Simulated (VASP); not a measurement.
# ZnO (zincite): relaxation of shape and atoms at fixed volume with r2SCAN

ZnO (zincite):

```
CELL_PARAMETERS angstrom
3.26724 0.00000 0.00000
-1.63362 2.82951 0.00000
0.00000 0.00000 5.26296
ATOMIC_POSITIONS crystal
Zn 0.33333 0.66667 0.49969
Zn 0.66667 0.33333 0.99969
O 0.66667 0.33333 0.37932
O 0.33333 0.66667 0.87932
```

This cell differs from its parent crystal: volume scaled by 1.03.

| Property | Result |
| --- | --- |
| Program | VASP 6.6.1 |
| Task | relaxation of shape and atoms at fixed volume |
| Functional | r2SCAN |
| Potentials or basis | VASP PAW PBE potentials, release 64 (Zn, O) |
| Cutoff | 600 eV |
| k mesh | 9 × 9 × 6 |
| Occupations | gaussian, width 0.02 eV |
| Spin | no spin polarisation |
| Dipole correction | no |
| Further INCAR settings | ALGO = Normal; EDIFF = 1e-07; IBRION = 2; EDIFFG = -0.01; NSW = 50; ISIF = 4 |

The energy gained by relaxing is 0.0 meV/atom. The ionic steps are 2 and the pressure after relaxing is -3.5 GPa. The largest force after relaxing is 0.005 eV/Å. The band gap on the k mesh is 1.19 eV, direct.

Forces in eV/Å, atoms in the order of the input:
```
Zn   0.000  0.000  0.005
Zn   0.000  0.000  0.005
O    0.000  0.000 -0.005
O    0.000  0.000 -0.005
```

Stress tensor (GPa, compression positive):
```
-3.52  0.00  0.00
 0.00 -3.52  0.00
 0.00  0.00 -3.42
```

Final structure:
```cif
data_structure
_symmetry_space_group_name_H-M 'P 1'
_symmetry_Int_Tables_number 1
_cell_length_a 3.2674
_cell_length_b 3.2674
_cell_length_c 5.2624
_cell_angle_alpha 90.000
_cell_angle_beta 90.000
_cell_angle_gamma 120.000
_cell_volume 48.65
loop_
_atom_site_label
_atom_site_type_symbol
_atom_site_fract_x
_atom_site_fract_y
_atom_site_fract_z
_atom_site_occupancy
Zn1 Zn 0.33333 0.66667 0.49982 1
Zn2 Zn 0.66667 0.33333 0.99982 1
O1 O 0.66667 0.33333 0.37919 1
O2 O 0.33333 0.66667 0.87919 1
```

Levels at points of the mesh, in eV from the valence-band top:
```tsv
k point	band 14	band 15	band 16	band 17	band 18	band 19	band 20	band 21	band 22
(0.00, 0.00, 0.00)	-0.78	-0.78	-0.08	0.00	0.00	1.19	5.76	8.73	13.58
(0.00, 0.00, 0.50)	-2.22	-0.39	-0.39	-0.39	-0.39	3.86	3.86	10.70	10.70
```

It took 5 min on 1 thread of Intel(R) Xeon(R) Platinum 8375C CPU @ 2.90GHz (Ice Lake) (shared host), peak memory 0.22 GiB.

Caveat: the PAW data sets were made with another functional, which shifts forces and pressure a little.
